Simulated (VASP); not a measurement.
Set up this calculation in VASP 6.6.1, as the native input.

| Property | Result |
| --- | --- |
| Task | single point |
| Functional | PBE |
| Potentials or basis | VASP PAW PBE potentials, release 64 (Co_sv, O) |
| Cutoff | 600 eV |
| k mesh | 10 × 10 × 10 |
| Occupations | fermi-dirac, width 0.05 eV |
| Spin | collinear spin, ferromagnetic start |
| Starting moments | [3.0, 0.0] μB |
| Fixed moment | 3 μB |
| Dipole correction | no |
| Further INCAR settings | ALGO = Normal; EDIFF = 1e-06; NBANDS = 22 |

The structure of CoO lies in POSCAR:

```
CoO
1.0
   -1.5080004400      1.5080004400      2.1072503600
    1.5080004400     -1.5080004400      2.1072503600
    1.5080004400      1.5080004400     -2.1072503600
Co O
1 1
Direct
    0.0000000000      0.0000000000      0.0000000000
    0.5000000000      0.5000000000      0.0000000000
```

The input as run:

INCAR

```
PREC = Accurate
ENCUT = 600
EDIFF = 1E-6
ISMEAR = -1
SIGMA = 0.05
LREAL = False
LASPH = True
NELM = 200
ALGO = Normal
ISIF = 2
LWAVE = False
LCHARG = False
ISPIN = 2
MAGMOM = 3 0
LORBIT = 11
NUPDOWN = 3.0
LMAXMIX = 4
GGA = PE
NBANDS = 22
GGA_COMPAT = False
```

KPOINTS

```
regular mesh
0
Gamma
  10 10 10
```

Potentials or basis: VASP PAW PBE potentials, release 64 (Co_sv, O).

The run is started by

```console
$ cat potpaw_PBE.64/Co_sv/POTCAR potpaw_PBE.64/O/POTCAR > POTCAR
$ mpirun -np 1 vasp_std > vasp.out
```

Results of the run:

```
Pressure                                              : -1.6 GPa
Net moment                                            : 3.00 μB per cell
Site moments                                          : Co +2.57; O +0.32 μB
Valence electrons inside the program's atomic spheres : Co 14.87; O 4.99
```

Caveat: the total moment is fixed, so each spin has its own Fermi level; a cell with one magnetic atom can't hold antiferromagnetic order, which such compounds often take.

Wall time 3 min on 1 thread of AMD EPYC 7R43 64-Core Processor (Zen 3), on a shared host, peak memory 0.17 GiB.
